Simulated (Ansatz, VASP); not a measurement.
# One calculation of Ni, two programs

File INCAR:

```
SYSTEM = Ni
PREC     = Accurate       ! precision mode
ENCUT    = 520            ! plane-wave cutoff, eV
EDIFF    = 1E-6           ! SCF threshold, eV
ISMEAR   = 0              ! smearing method
SIGMA    = 0.01           ! smearing width, eV
LREAL    = .FALSE.        ! projectors in reciprocal space
LASPH    = .TRUE.         ! aspherical terms in the spheres
NELM     = 150            ! most SCF steps
ALGO     = Normal         ! electronic algorithm
ISIF     = 2              ! what is computed and relaxed
LWAVE    = .FALSE.        ! write WAVECAR
LCHARG   = .FALSE.        ! write CHGCAR
ISPIN    = 2              ! spin polarisation
MAGMOM   = 0.672          ! initial moments
LORBIT   = 11             ! projections on sites
LMAXMIX  = 4              ! l up to which the mixer works
GGA      = PE             ! functional
NBANDS   = 15             ! bands
```

KPOINTS

```
Automatic mesh
0
G
  15 15 15
  0 0 0
```

Contents of POSCAR:

```
Ni
1.0
    0.0000000000      1.7596893266      1.7596893266
    1.7596893266      0.0000000000      1.7596893266
    1.7596893266      1.7596893266      0.0000000000
Ni
1
Direct
    0.0000000000      0.0000000000      0.0000000000
```

Input for Ansatz:

```yaml
crystal:
  lattice:
    - [0.0, 1.7596893266, 1.7596893266]
    - [1.7596893266, 0.0, 1.7596893266]
    - [1.7596893266, 1.7596893266, 0.0]
  atoms:
    - { symbol: Ni, position: [0.0, 0.0, 0.0], spin: 0.672 }
hamiltonian:
  xc: pbe
  pseudopotentials:
    kind: paw
    azcp:
      Ni: "pseudopotentials/Ni.paw.azcp"
basis:
  ecutwfc: 420
  fft_grid_basis: typed
kpoints:
  mp_grid: { grid: [15, 15, 15], shift: [0, 0, 0] }
magnetization:
  spin_polarized: true
scf:
  occupations: { method: gaussian, width: 0.01 }
  lower_state_search: "off"
output:
  stress: true
```

Alike in both runs: task single point; functional PBE; k mesh 15 × 15 × 15; occupations gaussian, width 0.01 eV; collinear spin.

|  | VASP | Ansatz |
| --- | --- | --- |
| version | VASP 6.6.1 | Ansatz 0.2.0 |
| potentials or method | VASP PAW PBE potentials, release 64 (Ni), cutoff 520 eV | plane waves (420 eV) with PAW, scalar-relativistic |
| valence electrons in the cell | 10 | 18 |

Ansatz gave:

```
pressure (GPa)                                                : 0.0
net moment per atom (μB)                                      : 0.67
size of the moment on the site where the two differ most (μB) : 0.71
```

Which values does VASP return?

Pressure (GPa): -0.2; net moment per atom (μB): 0.64; size of the moment on the site where the two differ most (μB): 0.65.

Site moments also hang on the region over which each program counts them. VASP's potentials hold 10 valence electrons a cell and Ansatz's 18, so a difference there can come from the potentials and not from the codes.
